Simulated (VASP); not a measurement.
# ZnSe (zincblende type) (F-43m) in VASP: notebook

ZnSe (zincblende type) is run at these levels: PBE; tasks: single point, relaxation of cell and atoms.

Program: VASP 6.6.1. These are calculated values, not measurements. Logs are shortened: lines on timing, memory, paths and dates and some standing lists are left out, and cuts for length are marked.

### Step 1. The cell of the first run

It takes space group F-43m (No. 216, cubic). The conventional cell has a = 5.567 Å, b = 5.567 Å, c = 5.567 Å, α = 90.00°, β = 90.00°, γ = 90.00°. Zn (site symmetry -43m) has 4 Se at 2.41 Å within 3.2 Å. Se (site symmetry -43m) has 4 Zn at 2.41 Å within 3.2 Å.

### Step 2. Single point, PBE

The input, INCAR:

```
PREC = Accurate
ENCUT = 520
EDIFF = 1E-6
ISMEAR = -1
SIGMA = 0.05
LREAL = F
LASPH = T
NELM = 60
ALGO = Normal
ISIF = 2
LWAVE = F
LCHARG = T
GGA = PE
LELF = T
LVHAR = T
NBANDS = 16
```

The input, KPOINTS:

```
regular mesh
0
Gamma
  12 12 12
```

The input, POSCAR:

```
ZnSe
1.0
    0.0000000000      2.7832992201      2.7832992201
    2.7832992201      0.0000000000      2.7832992201
    2.7832992201      2.7832992201      0.0000000000
Zn Se
1 1
Direct
    0.0000000000      0.0000000000      0.0000000000
    0.2500000000      0.2500000000      0.2500000000
```

Potentials or basis: VASP PAW PBE potentials, release 64 (Zn, Se).

Command:

```sh
cat potpaw_PBE.64/Zn/POTCAR potpaw_PBE.64/Se/POTCAR > POTCAR
mpirun -np 1 vasp_std > vasp.out
```

OUTCAR:

```text
PREC = Accurate
   ENCUT = 520
   EDIFF = 1E-6
   ISMEAR = -1
   LREAL = F
   LASPH = T
   NELM = 60
   ISIF = 2
   GGA = PE

 ion  position               nearest neighbor table
   1  0.000  0.000  0.000-   2 2.41   2 2.41   2 2.41   2 2.41
   2  0.250  0.250  0.250-   1 2.41   1 2.41   1 2.41   1 2.41

  LATTYP: Found a face centered cubic cell.
 ALAT       =     5.5665984402

  Lattice vectors:

 A1 = (   0.0000000000,   2.7832992201,   2.7832992201)
 A2 = (   2.7832992201,   0.0000000000,   2.7832992201)
 A3 = (   2.7832992201,   2.7832992201,   0.0000000000)

Analysis of symmetry for initial positions (statically):
=====================================================================
 Subroutine PRICEL returns:
 Original cell was already a primitive cell.

 Routine SETGRP: Setting up the symmetry group for a
 face centered cubic supercell.

 Subroutine GETGRP returns: Found 24 space group operations
 (whereof 24 operations were pure point group operations)
 out of a pool of 48 trial point group operations.

The static configuration has the point symmetry T_d .

Analysis of symmetry for dynamics (positions and initial velocities):
=====================================================================
 Subroutine PRICEL returns:
 Original cell was already a primitive cell.

 Routine SETGRP: Setting up the symmetry group for a
 face centered cubic supercell.

 Subroutine GETGRP returns: Found 24 space group operations
 (whereof 24 operations were pure point group operations)
 out of a pool of 48 trial point group operations.

The dynamic configuration has the point symmetry T_d .

 Subroutine INISYM returns: Found 24 space group operations
 (whereof 24 operations are pure point group operations),
 and found     1 'primitive' translations

----------------------------------------------------------------------------------------

                                     Primitive cell

  volume of cell :      43.1231

  direct lattice vectors                    reciprocal lattice vectors
     0.000000000  2.783299220  2.783299220    -0.179642920  0.179642920  0.179642920
     2.783299220  0.000000000  2.783299220     0.179642920 -0.179642920  0.179642920
     2.783299220  2.783299220  0.000000000     0.179642920  0.179642920 -0.179642920

  length of vectors
     3.936179505  3.936179505  3.936179505     0.311150665  0.311150665  0.311150665

  position of ions in fractional coordinates (direct lattice)
     0.000000000  0.000000000  0.000000000
     0.250000000  0.250000000  0.250000000

  ion indices of the primitive-cell ions
   primitive index   ion index
                 1           1
                 2           2

----------------------------------------------------------------------------------------

 KPOINTS: regular mesh

Automatic generation of k-mesh.
 Grid dimensions read from file:
 generate k-points for:   12   12   12

 Generating k-lattice:

  Cartesian coordinates                     Fractional coordinates (reciprocal lattice)
    -0.014970243  0.014970243  0.014970243     0.083333333  0.000000000  0.000000000
     0.014970243 -0.014970243  0.014970243     0.000000000  0.083333333  0.000000000
     0.014970243  0.014970243 -0.014970243     0.000000000  0.000000000  0.083333333

  Length of vectors
     0.025929222  0.025929222  0.025929222

  Shift w.r.t. Gamma in fractional coordinates (k-lattice)
     0.000000000  0.000000000  0.000000000

 Subroutine IBZKPT returns following result:
 ===========================================

 Found     72 irreducible k-points:

 Following reciprocal coordinates:
            Coordinates               Weight
  0.000000  0.000000  0.000000      1.000000
  0.083333  0.000000  0.000000      8.000000
  0.166667  0.000000  0.000000      8.000000
  0.250000  0.000000  0.000000      8.000000
  0.333333  0.000000  0.000000      8.000000
  0.416667  0.000000  0.000000      8.000000
[... 16 lines left out ...]
  0.500000  0.166667  0.000000     24.000000
 -0.416667  0.166667  0.000000     24.000000
 [... further k-points ...]
   k-points           NKPTS =     72   k-points in BZ     NKDIM =     72   number of bands    NBANDS=     16
   number of dos      NEDOS =    301   number of ions     NIONS =      2
   total plane-waves  NPLWV =  27000
   dimension x,y,z NGX =    30 NGY =   30 NGZ =   30
   dimension x,y,z NGXF=    60 NGYF=   60 NGZF=   60
   ions per type =               1   1
   NGX,Y,Z   is equivalent  to a cutoff of  12.67, 12.67, 12.67 a.u.
   NGXF,Y,Z  is equivalent  to a cutoff of  25.34, 25.34, 25.34 a.u.
 SYSTEM =  unknown system
   PREC   = accura    normal or accurate (medium, high low for compatibility)
   ISTART =      0    job   : 0-new  1-cont  2-samecut
   ICHARG =      2    charge: 1-file 2-atom 10-const
   ISPIN  =      1    spin polarized calculation?
   LNONCOLLINEAR =      F non collinear calculations
   LSORBIT =      F    spin-orbit coupling
   LASPH  =      T    aspherical Exc in radial PAW
   ENCUT  =  520.0 eV  38.22 Ry    6.18 a.u.   7.32  7.32  7.32*2*pi/ulx,y,z
   NELM   =     60;   NELMIN=  2; NELMDL= -5     # of ELM steps
   EDIFF  = 0.1E-05   stopping-criterion for ELM
   LREAL  =      F    real-space projection
   EDIFFG = 0.1E-04   stopping-criterion for IOM
   NSW    =      0    number of steps for IOM
   IBRION =     -1    ionic relax: 0-MD 1-quasi-New 2-CG
   NFREE  =      0    steps in history (QN), initial steepest desc. (CG)
   ISIF   =      2    stress and relaxation
   ISYM   =      2    0-nonsym 1-usesym 2-fastsym
   POTIM  = 0.5000    time-step for ionic-motion
   TEBEG  =    0.0;   TEEND  =   0.0 temperature during run
   PSTRESS=    0.0 pullay stress
   NELECT =      18.0000    total number of electrons
   NUPDOWN=      -1.0000    fix difference up-down
   EMIN   =  10.00;   EMAX   =-10.00  energy-range for DOS
   EFERMI =   0.00;   METHOD = LEGACY
   ISMEAR =    -1;   SIGMA  =   0.05  broadening in eV -4-tet -1-fermi 0-gaus
   EFERMI_NEDOS =   21; number of points for ismear=-14 and -15
   IALGO  =     38    algorithm
   IMIX   =      4    mixing-type and parameters
     AMIX     =   0.40;   BMIX     =  1.00
     AMIX_MAG =   1.60;   BMIX_MAG =  1.00
  volume/ion in A,a.u.               =      21.56       145.50
  Fermi-wavevector in a.u.,A,eV,Ry     =   1.223477  2.312036 20.366502  1.496896
  Thomas-Fermi vector in A             =   2.358586
   LORBIT       =      0    0 simple, 1 ext, 2 COOP (PROOUT), +10 PAW based schemes
   GGA     = PE    functional components
   LHFCALC =     F    Hartree Fock is set to
   AEXX    =    0.0000 exact exchange contribution
   IVDW    =     0    specifies the selected vdW correction
   LEPSILON=     F    determine dielectric tensor
   LRPA    =     F    only Hartree local field effects (RPA)
 non-spin polarized calculation
  energy-cutoff  :      520.00
  volume of cell :       43.12
 maximum number of plane-waves:      1211
 NGX is ok and might be reduce to    30
   NGX = 15   NGY = 15   NGZ = 15

 number of electron      17.9999984 magnetization

 Free energy of the ion-electron system (eV)
  ---------------------------------------------------
  ext. energy  EPLUGINS =         0.00000000
  ---------------------------------------------------
  free energy    TOTEN  =        -5.95698890 eV

  energy without entropy =       -5.95698890  energy(sigma->0) =       -5.95698890

 E-fermi :   2.9007     XC(G=0):  -9.5711

 val. band max:        2.0912047782   @ k =   0.0000   0.0000   0.0000
 cond. band min:       3.6041302160   @ k =   0.0000   0.0000   0.0000
 fundamental gap:      1.5129254378
 Fermi energy:         2.9007264137

 k-point     1 :       0.0000    0.0000    0.0000
  band No.  band energies     occupation
      1     -11.5305      2.00000
      2      -4.6666      2.00000
      3      -4.6666      2.00000
      4      -4.6666      2.00000
      5      -4.2457      2.00000
      6      -4.2457      2.00000
[... 8 lines left out ...]
     15      13.6627      0.00000
     16      13.6627      0.00000

 k-point     2 :       0.0833    0.0000    0.0000
  band No.  band energies     occupation
      1     -11.4801      2.00000
      2      -4.6659      2.00000
      3      -4.6583      2.00000
      4      -4.6583      2.00000
      5      -4.2467      2.00000
      6      -4.2467      2.00000
[... 8 lines left out ...]
     15      13.1530      0.00000
     16      13.1530      0.00000

 k-point     3 :       0.1667    0.0000    0.0000
  band No.  band energies     occupation
      1     -11.3372      2.00000
      2      -4.6561      2.00000
      3      -4.6366      2.00000
      4      -4.6366      2.00000
      5      -4.2479      2.00000
      6      -4.2479      2.00000
[... 8 lines left out ...]
     15      12.6076      0.00000
     16      13.2732      0.00000

 k-point     4 :       0.2500    0.0000    0.0000
  band No.  band energies     occupation
      1     -11.1279      2.00000
      2      -4.6144      2.00000
      3      -4.6095      2.00000
      4      -4.6095      2.00000
      5      -4.2459      2.00000
      6      -4.2459      2.00000
[... 8 lines left out ...]
     15      12.5965      0.00000
     16      12.9053      0.00000
[... 324 lines left out ...]
 k-point    22 :       0.4167    0.1667    0.0000
  band No.  band energies     occupation
      1     -10.7116      2.00000
      2      -4.5952      2.00000
      3      -4.5291      2.00000
      4      -4.4405      2.00000
      5      -4.2198      2.00000
      6      -4.2167      2.00000
[... 8 lines left out ...]
     15      14.7596      0.00000
     16      15.2895      0.00000

 k-point    23 :       0.5000    0.1667    0.0000
  band No.  band energies     occupation
      1     -10.5778      2.00000
      2      -4.5717      2.00000
      3      -4.5226      2.00000
      4      -4.3173      2.00000
      5      -4.2205      2.00000
      6      -4.1004      2.00000
[... 8 lines left out ...]
     15      15.1349      0.00000
     16      15.4615      0.00000

 k-point    24 :      -0.4167    0.1667    0.0000
  band No.  band energies     occupation
      1     -10.5593      2.00000
      2      -4.5636      2.00000
      3      -4.5276      2.00000
      4      -4.2744      2.00000
      5      -4.2335      2.00000
      6      -4.0582      2.00000
[... 8 lines left out ...]
     15      14.0038      0.00000
     16      14.9223      0.00000

 [... further k-points ...]

------------------------ aborting loop because EDIFF is reached ----------------------------------------

  FORCE on cell =-STRESS in cart. coord.  units (eV):
  Direction    XX          YY          ZZ          XY          YZ          ZX
  --------------------------------------------------------------------------------------
  -------------------------------------------------------------------------------------
  Total        1.7229853      1.7229853      1.7229853     -0.0000000      0.0000000      0.0000000
  in kB       64.0151059     64.0151059     64.0151059     -0.0000000      0.0000000      0.0000000
  external PRESSURE =      64.0151059 kB  Pullay stress =       0.0000000 kB

 VOLUME and BASIS-vectors are now :
 -----------------------------------------------------------------------------
  energy-cutoff  :      520.00
  volume of cell :       43.12
      direct lattice vectors                 reciprocal lattice vectors
     0.000000000  2.783299220  2.783299220    -0.179642920  0.179642920  0.179642920
     2.783299220  0.000000000  2.783299220     0.179642920 -0.179642920  0.179642920
     2.783299220  2.783299220  0.000000000     0.179642920  0.179642920 -0.179642920

 POSITION                                       TOTAL-FORCE (eV/Angst)
 -----------------------------------------------------------------------------------
      0.00000      0.00000      0.00000         0.000000     -0.000000      0.000000
      1.39165      1.39165      1.39165        -0.000000      0.000000     -0.000000
 -----------------------------------------------------------------------------------
    total drift:                                0.000001      0.000001      0.000001

  FREE ENERGIE OF THE ION-ELECTRON SYSTEM (eV)
  ---------------------------------------------------
  free  energy   TOTEN  =        -5.9569888979 eV

  energy  without entropy=       -5.9569888963  energy(sigma->0) =       -5.95698890
```

Wall time 31 s (1 thread of Intel Xeon Platinum 8488C (Sapphire Rapids), shared host); peak memory 0.2 GiB.

What came out:

| Quantity | Value |
| --- | --- |
| Free energy | -5.9570 eV |
| Pressure | 6.4 GPa |
| Band gap on the k mesh | 1.51 eV |

Caveat: the cell stands under pressure.

(Part 1 of 2 ends here.)
